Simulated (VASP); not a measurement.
Input of a VASP 6.6.1 run:

File INCAR:

```
PREC = Accurate
ENCUT = 690
EDIFF = 1E-6
ISMEAR = -1
SIGMA = 0.05
LREAL = False
LASPH = True
NELM = 200
ALGO = Normal
ISIF = 2
LWAVE = False
LCHARG = True
ISPIN = 2
MAGMOM = 1 1 1 1 0 0
LORBIT = 11
LMAXMIX = 4
GGA = B5
ALDAX = 1.0
AGGAX = 1.0
AGGAC = 1.0
ALDAC = 0.0
LELF = True
LVHAR = True
NBANDS = 53
GGA_COMPAT = False
```

File KPOINTS:

```
Automatic mesh
0
Gamma
  8 8 6
```

The input POSCAR:

```
SiNi2
1.0
    3.8360000000      0.0000000000      0.0000000000
   -1.9180000000      3.3220734489      0.0000000000
    0.0000000000      0.0000000000      4.9480000000
Ni Si
4 2
Direct
    0.6666666667      0.3333333333      0.7500000000
    0.3333333333      0.6666666667      0.2500000000
    0.0000000000      0.0000000000      0.5000000000
    0.0000000000      0.0000000000      0.0000000000
    0.6666666667      0.3333333333      0.2500000000
    0.3333333333      0.6666666667      0.7500000000
```

Potentials or basis: VASP PAW PBE potentials, release 64 (Ni_sv_GW, Si).

Command:

```console
$ cat potpaw_PBE.64/Ni_sv_GW/POTCAR potpaw_PBE.64/Si/POTCAR > POTCAR
$ mpirun -np 1 vasp_std > vasp.out
```

What does it give for the pressure?

21.0 GPa.

Estimate the net moment.

0.00 μB per cell.

Predict the band gap on the k mesh.

zero (filled and empty bands overlap).

Stress tensor (GPa, compression positive):
```
22.05  0.00  0.00
 0.00 22.05  0.00
 0.00  0.00 18.82
```

Caveat: the cell stands under pressure; the moments typed at the start vanished in this run; the PAW data sets were made with another functional, which shifts forces and pressure a little.
